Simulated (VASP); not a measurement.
Input of a VASP 6.6.1 run:

INCAR

```
ALGO = Normal
EDIFF = 1E-7
EDIFFG = -0.04
ENCUT = 600
GGA = PE
IBRION = 2
ISIF = 3
ISMEAR = 0
LASPH = T
LCHARG = F
LREAL = F
LWAVE = F
NELM = 80
NSW = 90
PREC = Accurate
SIGMA = 0.1
```

KPOINTS

```
k-points
0
Gamma
  6 6 4
```

The input POSCAR:

```
TiB2
1.0
    4.0783968300      0.0000000000      0.0000000000
   -2.0391984100      3.5319952600      0.0000000000
    0.0000000000      0.0000000000      4.9315909400
Ti B
2 4
Direct
    0.3333333300      0.6666666700      0.2500000000
    0.6666666700      0.3333333300      0.7500000000
    0.0000000000      0.0000000000      0.0000000000
    0.0000000000      0.0000000000      0.5000000000
    0.6666666700      0.3333333300      0.2500000000
    0.3333333300      0.6666666700      0.7500000000
```

Potentials or basis: VASP PAW PBE potentials, release 64 (Ti_sv, B).

Launch:

```console
$ cat potpaw_PBE.64/Ti_sv/POTCAR potpaw_PBE.64/B/POTCAR > POTCAR
$ mpirun -np 1 vasp_std > vasp.out
```

Question: Predict the band gap on the k mesh.

Answer: Zero (bands 18 and 19 overlap by 0.33 eV).

Question: Estimate the relaxed volume.

Answer: 9.35 Å³/atom.

Question: Estimate the relaxed cell.

Answer: a = 3.871 Å, b = 3.871 Å, c = 4.321 Å, α = 90.00°, β = 90.00°, γ = 120.00°.

Question: Estimate the space group after relaxing (to 0.1 Å).

Answer: P6_3/mmc (No. 194).

Stress tensor (GPa, compression positive):
```
-0.03  0.00  0.00
 0.00 -0.03  0.00
 0.00  0.00  0.06
```

Caveat: the volume moved by over 15 % at a fixed basis, so the end points are rough.
